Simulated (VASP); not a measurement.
Wanted: the native input for a VASP 6.6.1 run.

| Property | Result |
| --- | --- |
| Task | electric field gradients |
| Functional | PBE |
| Potentials or basis | VASP PAW PBE potentials, release 64 (Pb_d, I) |
| Cutoff | 400 eV |
| k mesh | 7 × 7 × 4 |
| Occupations | fermi-dirac, width 0.03 eV |
| Spin | no spin polarisation |
| Dipole correction | no |
| Further INCAR settings | ALGO = Normal; EDIFF = 1e-08; NBANDS = 21 |

The structure of PbI2 lies in POSCAR:

```
PbI2
1.0
    4.4125961816      0.0000000000      0.0000000000
   -2.2062980908      3.8214203899      0.0000000000
    0.0000000000      0.0000000000      6.7405912200
Pb I
1 2
Direct
    0.0000000000      0.0000000000      0.0000000000
    0.6666666667      0.3333333333      0.7151065040
    0.3333333333      0.6666666667      0.2848934960
```

One way to write it, as run:

INCAR

```
ALGO     = Normal         # electronic algorithm
EDIFF    = 1E-8           # SCF threshold, eV
ENCUT    = 400            # plane-wave cutoff, eV
GGA      = PE             # functional
GGA_COMPAT= False        
ISIF     = 2              # what is computed and relaxed
ISMEAR   = -1             # smearing method
LASPH    = True           # aspherical terms in the spheres
LCHARG   = False          # write CHGCAR
LEFG     = True         
LREAL    = False          # projectors in reciprocal space
LWAVE    = False          # write WAVECAR
NBANDS   = 21             # bands
NELM     = 120            # most SCF steps
PREC     = Accurate       # precision mode
SIGMA    = 0.03           # smearing width, eV
```

KPOINTS

```
k-points
0
Gamma
  7 7 4
```

Potentials or basis: VASP PAW PBE potentials, release 64 (Pb_d, I).

Launch:

```console
$ cat potpaw_PBE.64/Pb_d/POTCAR potpaw_PBE.64/I/POTCAR > POTCAR
$ mpirun -np 1 vasp_std > vasp.out
```

Results of the run:

```json
{
  "Pressure": "3.5 GPa",
  "Largest force": "0.003 eV/Å",
  "Band gap on the k mesh": "1.99 eV",
  "Largest electric field gradient by atom": "Pb +6.7; I +50.8 V/Å²"
}
```

Caveat: the cell stands under pressure; without QUAD_EFG the Cq values of the log hold for a quadrupole moment of 1 mb, not for the nuclei; spin-orbit coupling is left out, which moves the levels of the heavy elements; an odd mesh through Γ misses points on the zone boundary, where band edges can lie; this functional lacks dispersion, which binds the layers, so the pressure and a relaxed spacing across them are unreliable.

It took 94 s on 1 thread of AMD EPYC 7R43 64-Core Processor (Zen 3) (shared host), peak memory 0.17 GiB.
